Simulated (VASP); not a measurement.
# SnO2 (Pbcn) in VASP: notebook

The runs below take SnO2 through single point, with LDA.

Program: VASP 6.6.1. These are calculated values, not measurements. Logs are shortened: lines on timing, memory, paths and dates and some standing lists are left out, and cuts for length are marked.

### Step 1. The cell of the first run

It takes space group Pbcn (No. 60, orthorhombic). The conventional cell has a = 4.907 Å, b = 5.784 Å, c = 5.429 Å, α = 90.00°, β = 90.00°, γ = 90.00°. Sn (site symmetry 2) has 6 O at 2.09 to 2.15 Å within 2.8 Å. Within 3.4 Å of O (site symmetry 1) lie 4 Sn at 2.09 to 3.36 Å and 12 O at 2.71 to 3.24 Å.

### Step 2. Single point, LDA (12.84 Å³/atom)

Input file INCAR:

```
PREC = Accurate
ENCUT = 520
EDIFF = 1E-6
ISMEAR = 0
SIGMA = 0.05
LREAL = False
LASPH = True
NELM = 60
ALGO = Normal
ISIF = 2
LWAVE = False
LCHARG = False
GGA = CA
NBANDS = 64
```

Input file KPOINTS:

```
Automatic mesh
0
Gamma
  6 6 6
```

Input file POSCAR:

```
SnO2
1.0
    4.9066565786      0.0000000000      0.0000000000
    0.0000000000      5.7841763372      0.0000000000
    0.0000000000      0.0000000000      5.4285676971
Sn O
4 8
Direct
    0.5000000000      0.6673419135      0.7500000000
    0.0000000000      0.8326580865      0.2500000000
    0.5000000000      0.3326580865      0.2500000000
    0.0000000000      0.1673419135      0.7500000000
    0.7309254637      0.6050162923      0.0776916535
    0.2309254637      0.8949837077      0.9223083465
    0.7690745363      0.8949837077      0.5776916535
    0.2690745363      0.6050162923      0.4223083465
    0.7309254637      0.3949837077      0.5776916535
    0.2309254637      0.1050162923      0.4223083465
    0.7690745363      0.1050162923      0.0776916535
    0.2690745363      0.3949837077      0.9223083465
```

Potentials or basis: VASP PAW LDA potentials, release 64 (Sn_d, O).

Started as:

```
$ cat potpaw_LDA.64/Sn_d/POTCAR potpaw_LDA.64/O/POTCAR > POTCAR
$ mpirun -np 1 vasp_std > vasp.out
```

OUTCAR:

```text
PREC = Accurate
   ENCUT = 520
   EDIFF = 1E-6
   ISMEAR = 0
   LREAL = False
   LASPH = True
   NELM = 60
   ISIF = 2
   GGA = CA

 ion  position               nearest neighbor table
   1  0.500  0.667  0.750-   6 2.09   7 2.09   5 2.14   8 2.14   9 2.15  12 2.15   3 3.33   3 3.33

   2  0.000  0.833  0.250-   5 2.09   8 2.09   7 2.14   6 2.14  10 2.15  11 2.15   4 3.33   4 3.33

   3  0.500  0.333  0.250-  10 2.09  11 2.09   9 2.14  12 2.14   5 2.15   8 2.15   1 3.33   1 3.33

   4  0.000  0.167  0.750-   9 2.09  12 2.09  11 2.14  10 2.14   6 2.15   7 2.15   2 3.33   2 3.33

   5  0.731  0.605  0.078-   2 2.09   1 2.14   3 2.15
   6  0.231  0.895  0.922-   1 2.09   2 2.14   4 2.15
   7  0.769  0.895  0.578-   1 2.09   2 2.14   4 2.15
   8  0.269  0.605  0.422-   2 2.09   1 2.14   3 2.15
   9  0.731  0.395  0.578-   4 2.09   3 2.14   1 2.15
  10  0.231  0.105  0.422-   3 2.09   4 2.14   2 2.15
  11  0.769  0.105  0.078-   3 2.09   4 2.14   2 2.15
  12  0.269  0.395  0.922-   4 2.09   3 2.14   1 2.15

  LATTYP: Found a simple orthorhombic cell.
 ALAT       =     4.9066565786
 B/A-ratio  =     1.1063679738
 C/A-ratio  =     1.1788427098

  Lattice vectors:

 A1 = (  -4.9066565786,   0.0000000000,   0.0000000000)
 A2 = (   0.0000000000,   0.0000000000,   5.4285676971)
 A3 = (   0.0000000000,   5.7841763372,   0.0000000000)

Analysis of symmetry for initial positions (statically):
=====================================================================
 Subroutine PRICEL returns:
 Original cell was already a primitive cell.

 Routine SETGRP: Setting up the symmetry group for a
 simple orthorhombic supercell.

 Subroutine GETGRP returns: Found  8 space group operations
 (whereof  2 operations were pure point group operations)
 out of a pool of  8 trial point group operations.

The static configuration has the point symmetry S_2 .
 The point group associated with its full space group is D_2h.

Analysis of symmetry for dynamics (positions and initial velocities):
=====================================================================
 Subroutine PRICEL returns:
 Original cell was already a primitive cell.

 Routine SETGRP: Setting up the symmetry group for a
 simple orthorhombic supercell.

 Subroutine GETGRP returns: Found  8 space group operations
 (whereof  2 operations were pure point group operations)
 out of a pool of  8 trial point group operations.

The dynamic configuration has the point symmetry S_2 .
 The point group associated with its full space group is D_2h.

 Subroutine INISYM returns: Found  8 space group operations
 (whereof  2 operations are pure point group operations),
 and found     1 'primitive' translations

----------------------------------------------------------------------------------------

                                     Primitive cell

  volume of cell :     154.0680

  direct lattice vectors                    reciprocal lattice vectors
     4.906656579  0.000000000  0.000000000     0.203804767  0.000000000  0.000000000
     0.000000000  5.784176337  0.000000000     0.000000000  0.172885462  0.000000000
     0.000000000  0.000000000  5.428567697     0.000000000  0.000000000  0.184210653

  length of vectors
     4.906656579  5.784176337  5.428567697     0.203804767  0.172885462  0.184210653

  position of ions in fractional coordinates (direct lattice)
     0.500000000  0.667341914  0.750000000
     0.000000000  0.832658086  0.250000000
     0.500000000  0.332658086  0.250000000
     0.000000000  0.167341914  0.750000000
     0.730925464  0.605016292  0.077691653
     0.230925464  0.894983708  0.922308347
     0.769074536  0.894983708  0.577691653
     0.269074536  0.605016292  0.422308347
     0.730925464  0.394983708  0.577691653
     0.230925464  0.105016292  0.422308347
     0.769074536  0.105016292  0.077691653
     0.269074536  0.394983708  0.922308347

  ion indices of the primitive-cell ions
   primitive index   ion index
                 1           1
                 2           2
                 3           3
                 4           4
                 5           5
                 6           6
                 7           7
                 8           8
                 9           9
                10          10
                11          11
                12          12

----------------------------------------------------------------------------------------

 KPOINTS: Automatic mesh

Automatic generation of k-mesh.
 Grid dimensions read from file:
 generate k-points for:    6    6    6

 Generating k-lattice:

  Cartesian coordinates                     Fractional coordinates (reciprocal lattice)
     0.033967461  0.000000000  0.000000000     0.166666667  0.000000000  0.000000000
     0.000000000  0.028814244  0.000000000     0.000000000  0.166666667  0.000000000
     0.000000000  0.000000000  0.030701775     0.000000000  0.000000000  0.166666667

  Length of vectors
     0.033967461  0.028814244  0.030701775

  Shift w.r.t. Gamma in fractional coordinates (k-lattice)
     0.000000000  0.000000000  0.000000000

 Subroutine IBZKPT returns following result:
 ===========================================

 Found     64 irreducible k-points:

 Following reciprocal coordinates:
            Coordinates               Weight
  0.000000  0.000000  0.000000      1.000000
  0.166667  0.000000  0.000000      2.000000
  0.333333  0.000000  0.000000      2.000000
  0.500000  0.000000  0.000000      1.000000
  0.000000  0.166667  0.000000      2.000000
  0.166667  0.166667  0.000000      4.000000
[... 16 lines left out ...]
  0.333333  0.166667  0.166667      8.000000
  0.500000  0.166667  0.166667      4.000000
 [... further k-points ...]
   k-points           NKPTS =     64   k-points in BZ     NKDIM =     64   number of bands    NBANDS=     64
   number of dos      NEDOS =    301   number of ions     NIONS =     12
   total plane-waves  NPLWV =  69120
   dimension x,y,z NGX =    36 NGY =   48 NGZ =   40
   dimension x,y,z NGXF=    72 NGYF=   96 NGZF=   80
   ions per type =               4   8
   NGX,Y,Z   is equivalent  to a cutoff of  12.20, 13.80, 12.25 a.u.
   NGXF,Y,Z  is equivalent  to a cutoff of  24.39, 27.59, 24.50 a.u.
 SYSTEM =  unknown system
   PREC   = accura    normal or accurate (medium, high low for compatibility)
   ISTART =      0    job   : 0-new  1-cont  2-samecut
   ICHARG =      2    charge: 1-file 2-atom 10-const
   ISPIN  =      1    spin polarized calculation?
   LNONCOLLINEAR =      F non collinear calculations
   LSORBIT =      F    spin-orbit coupling
   LASPH  =      T    aspherical Exc in radial PAW
   ENCUT  =  520.0 eV  38.22 Ry    6.18 a.u.   9.12 10.75 10.09*2*pi/ulx,y,z
   NELM   =     60;   NELMIN=  2; NELMDL= -5     # of ELM steps
   EDIFF  = 0.1E-05   stopping-criterion for ELM
   LREAL  =      F    real-space projection
   EDIFFG = 0.1E-04   stopping-criterion for IOM
   NSW    =      0    number of steps for IOM
   IBRION =     -1    ionic relax: 0-MD 1-quasi-New 2-CG
   NFREE  =      0    steps in history (QN), initial steepest desc. (CG)
   ISIF   =      2    stress and relaxation
   ISYM   =      2    0-nonsym 1-usesym 2-fastsym
   POTIM  = 0.5000    time-step for ionic-motion
   TEBEG  =    0.0;   TEEND  =   0.0 temperature during run
   PSTRESS=    0.0 pullay stress
   NELECT =     104.0000    total number of electrons
   NUPDOWN=      -1.0000    fix difference up-down
   EMIN   =  10.00;   EMAX   =-10.00  energy-range for DOS
   EFERMI =   0.00;   METHOD = LEGACY
   ISMEAR =     0;   SIGMA  =   0.05  broadening in eV -4-tet -1-fermi 0-gaus
   EFERMI_NEDOS =   21; number of points for ismear=-14 and -15
   IALGO  =     38    algorithm
   IMIX   =      4    mixing-type and parameters
     AMIX     =   0.40;   BMIX     =  1.00
     AMIX_MAG =   1.60;   BMIX_MAG =  1.00
  volume/ion in A,a.u.               =      12.84        86.64
  Fermi-wavevector in a.u.,A,eV,Ry     =   1.436090  2.713817 28.060054  2.062356
  Thomas-Fermi vector in A             =   2.555317
   LORBIT       =      0    0 simple, 1 ext, 2 COOP (PROOUT), +10 PAW based schemes
   GGA     = CA    functional components
   LHFCALC =     F    Hartree Fock is set to
   AEXX    =    0.0000 exact exchange contribution
   IVDW    =     0    specifies the selected vdW correction
   LEPSILON=     F    determine dielectric tensor
   LRPA    =     F    only Hartree local field effects (RPA)
 non-spin polarized calculation
 Gauss-broadening in eV      SIGMA  =   0.05
  energy-cutoff  :      520.00
  volume of cell :      154.07
 maximum number of plane-waves:      4192
   NGX = 19   NGY = 21   NGZ = 21

 number of electron     104.0000014 magnetization

 Free energy of the ion-electron system (eV)
  ---------------------------------------------------
  ext. energy  EPLUGINS =         0.00000000
  ---------------------------------------------------
  free energy    TOTEN  =       -83.60456869 eV

  energy without entropy =      -83.60456869  energy(sigma->0) =      -83.60456869

 E-fermi :   4.9604     XC(G=0): -11.4535

 val. band max:        4.7544711000   @ k =   0.3333   0.0000   0.0000
 cond. band min:       5.1885332593   @ k =   0.0000   0.0000   0.0000
 fundamental gap:      0.4340621593
 Fermi energy:         4.9603855409

 k-point     1 :       0.0000    0.0000    0.0000
  band No.  band energies     occupation
      1     -15.7569      2.00000
      2     -15.6803      2.00000
      3     -15.6219      2.00000
      4     -15.3490      2.00000
      5     -15.2834      2.00000
      6     -15.1991      2.00000
[... 56 lines left out ...]
     63      14.4507      0.00000
     64      14.9249      0.00000

 k-point     2 :       0.1667    0.0000    0.0000
  band No.  band energies     occupation
      1     -15.7539      2.00000
      2     -15.6279      2.00000
      3     -15.6061      2.00000
      4     -15.3671      2.00000
      5     -15.3556      2.00000
      6     -15.2009      2.00000
[... 56 lines left out ...]
     63      14.7409      0.00000
     64      14.8719      0.00000

 k-point     3 :       0.3333    0.0000    0.0000
  band No.  band energies     occupation
      1     -15.7117      2.00000
      2     -15.5604      2.00000
      3     -15.5128      2.00000
      4     -15.4893      2.00000
      5     -15.4198      2.00000
      6     -15.2587      2.00000
[... 1396 lines left out ...]
     63      14.3980      0.00000
     64      14.9478      0.00000

 k-point    24 :       0.5000    0.1667    0.1667
  band No.  band energies     occupation
      1     -15.6461      2.00000
      2     -15.6461      2.00000
      3     -15.4759      2.00000
      4     -15.4759      2.00000
      5     -15.3524      2.00000
      6     -15.3524      2.00000
[... 56 lines left out ...]
     63      14.5899      0.00000
     64      14.5948      0.00000

 [... further k-points ...]

------------------------ aborting loop because EDIFF is reached ----------------------------------------

  FORCE on cell =-STRESS in cart. coord.  units (eV):
  Direction    XX          YY          ZZ          XY          YZ          ZX
  --------------------------------------------------------------------------------------
  -------------------------------------------------------------------------------------
  Total      -16.4160988    -12.8748745    -18.3545379      0.0000000      0.0000000      0.0000000
  in kB     -170.7135902   -133.8878419   -190.8717227      0.0000000      0.0000000      0.0000000
  external PRESSURE =    -165.1577183 kB  Pullay stress =       0.0000000 kB

 VOLUME and BASIS-vectors are now :
 -----------------------------------------------------------------------------
  energy-cutoff  :      520.00
  volume of cell :      154.07
      direct lattice vectors                 reciprocal lattice vectors
     4.906656579  0.000000000  0.000000000     0.203804767  0.000000000  0.000000000
     0.000000000  5.784176337  0.000000000     0.000000000  0.172885462  0.000000000
     0.000000000  0.000000000  5.428567697     0.000000000  0.000000000  0.184210653

 POSITION                                       TOTAL-FORCE (eV/Angst)
 -----------------------------------------------------------------------------------
      2.45333      3.86002      4.07143         0.000000     -0.220404      0.000000
      0.00000      4.81624      1.35714         0.000000      0.220404      0.000000
      2.45333      1.92415      1.35714         0.000000      0.220404      0.000000
      0.00000      0.96794      4.07143         0.000000     -0.220404      0.000000
      3.58640      3.49952      0.42175        -0.297198      0.053597     -0.042107
      1.13307      5.17674      5.00681        -0.297198     -0.053597      0.042107
      3.77358      5.17674      3.13604         0.297198     -0.053597     -0.042107
      1.32026      3.49952      2.29253         0.297198      0.053597      0.042107
      3.58640      2.28466      3.13604        -0.297198     -0.053597     -0.042107
      1.13307      0.60743      2.29253        -0.297198      0.053597      0.042107
      3.77358      0.60743      0.42175         0.297198      0.053597     -0.042107
      1.32026      2.28466      5.00681         0.297198     -0.053597      0.042107
 -----------------------------------------------------------------------------------
    total drift:                               -0.000000     -0.000000      0.000000

  FREE ENERGIE OF THE ION-ELECTRON SYSTEM (eV)
  ---------------------------------------------------
  free  energy   TOTEN  =       -83.6045686937 eV

  energy  without entropy=      -83.6045686937  energy(sigma->0) =      -83.60456869
```

Wall time 14 min (1 thread of Intel Xeon 8259CL, shared host); peak memory 0.51 GiB.

What came out:

| Item | Value |
| --- | --- |
| Free energy | -83.6046 eV |
| Pressure | -16.5 GPa |
| Largest force | 0.305 eV/Å |
| Band gap on the k mesh | 0.43 eV (least direct gap 0.45 eV) |

Forces on the atoms (eV/Å):
```
Sn   0.000 -0.220  0.000
Sn   0.000  0.220  0.000
Sn   0.000  0.220  0.000
Sn   0.000 -0.220  0.000
O   -0.297  0.054 -0.042
O   -0.297 -0.054  0.042
O    0.297 -0.054 -0.042
O    0.297  0.054  0.042
O   -0.297 -0.054 -0.042
O   -0.297  0.054  0.042
O    0.297  0.054 -0.042
O    0.297 -0.054  0.042
```

Stress tensor (GPa, compression positive):
```
-17.07   0.00   0.00
  0.00 -13.39   0.00
  0.00   0.00 -19.09
```

Caveat: the stress differs along the axes, from -19 to -13 GPa; semilocal functionals underestimate gaps, and a narrow one can read as zero; spin-orbit coupling is left out, which moves the levels of the heavy elements.

(Continued in part 2 of 2.)
